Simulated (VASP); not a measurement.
Set up this calculation in VASP 6.6.1, as the native input.

| Quantity | Value |
| --- | --- |
| Task | single point |
| Functional | PBE |
| Potentials or basis | VASP PAW PBE potentials, release 64 (Al, N) |
| Cutoff | 520 eV |
| k mesh | 10 × 10 × 10 |
| Occupations | fermi-dirac, width 0.02 eV |
| Spin | no spin polarisation |
| Dipole correction | no |
| Further INCAR settings | ALGO = Normal; EDIFF = 1e-07; NBANDS = 11 |

The structure of AlN lies in POSCAR:

```
AlN
1.0
    0.0000000000      2.2015394219      2.2015394219
    2.2015394219      0.0000000000      2.2015394219
    2.2015394219      2.2015394219      0.0000000000
Al N
1 1
Direct
    0.0000000000      0.0000000000      0.0000000000
    0.2500000000      0.2500000000      0.2500000000
```

One way to write it, as run:

INCAR

```
PREC = Accurate
ENCUT = 520
EDIFF = 1E-7
ISMEAR = -1
SIGMA = 0.02
LREAL = False
LASPH = True
NELM = 80
ALGO = Normal
ISIF = 2
LWAVE = False
LCHARG = False
GGA = PE
NBANDS = 11
```

KPOINTS

```
regular mesh
0
Gamma
  10 10 10
```

Potentials or basis: VASP PAW PBE potentials, release 64 (Al, N).

Launch:

```bash
$ cat potpaw_PBE.64/Al/POTCAR potpaw_PBE.64/N/POTCAR > POTCAR
$ mpirun -np 1 vasp_std > vasp.out
```

Results of the run:

- Pressure: -0.3 GPa
- Band gap on the k mesh: 3.31 eV, indirect (least direct gap 3.98 eV)

It took 12 s on 1 thread of Intel Xeon 8259CL, with other jobs on the host, peak memory 0.14 GiB.
